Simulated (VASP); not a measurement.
Write the native input for VASP 6.6.1 that does the following.

* Task: single point
* Functional: PBEsol
* Potentials or basis: VASP PAW PBE potentials, release 64 (Ca_sv)
* Cutoff: 520 eV
* k mesh: 2 × 2 × 1
* Occupations: fermi-dirac, width 0.05 eV
* Spin: no spin polarisation
* Dipole correction: no
* Further INCAR settings: ALGO = Normal; EDIFF = 1e-06; NBANDS = 77

The structure of Ca lies in POSCAR:

```
Ca
1.0
    7.8913120000      0.0000000000      0.0000000000
    3.9456560000      6.8340760000      0.0000000000
    0.0000000000      0.0000000000     18.4432290000
Ca
13
Direct
    0.1666640452      0.1666648132      0.0542204405
    0.6666696209      0.1666648132      0.0542204405
    0.1666686331      0.6666738854      0.0542204405
    0.6666615366      0.6666738854      0.0542204405
   -0.2117632052      0.3770956015      0.2110855968
    0.3453037284      0.3215943165      0.2190072031
   -0.2001047347      0.9090475435      0.2237081153
    0.3031772015      0.9034579071      0.2297645385
    0.0245155283      0.0348840136      0.4127802133
    0.5212487162      0.0139301933      0.4115873636
    0.0203293691      0.5023941788      0.3659120645
    0.5121850882      0.5253087616      0.3852308075
    0.2501372482      0.4282656500      0.5402795790
```

One way to write it, as run:

INCAR

```
SYSTEM = Ca
  ALGO = Normal
  EDIFF = 1E-6
  ENCUT = 520
  GGA = PS
  ISIF = 2
  ISMEAR = -1
  LASPH = .True.
  LCHARG = .True.
  LELF = .True.
  LREAL = .False.
  LVHAR = .True.
  LWAVE = .False.
  NBANDS = 77
  NELM = 80
  PREC = Accurate
  SIGMA = 0.05
```

KPOINTS

```
k-points
0
Gamma
  2 2 1
  0 0 0
```

Potentials or basis: VASP PAW PBE potentials, release 64 (Ca_sv).

The run is started by

```sh
$ cat potpaw_PBE.64/Ca_sv/POTCAR > POTCAR
$ mpirun -np 1 vasp_std > vasp.out
```

It gave:

```json
{"Largest force": "0.787 eV/Å", "Band gap on the k mesh": "zero (bands 65 and 66 overlap by 0.17 eV)"}
```

Caveat: the k points lie up to 0.46 Å⁻¹ apart; the atoms stand as in a frame of molecular dynamics; there is no dipole correction, which matters where the two faces differ; the PAW data sets were made with another functional, which shifts forces and pressure a little.

Wall time 23 min on 1 thread of Intel Xeon 8259CL, with other jobs on the host, peak memory 0.94 GiB.
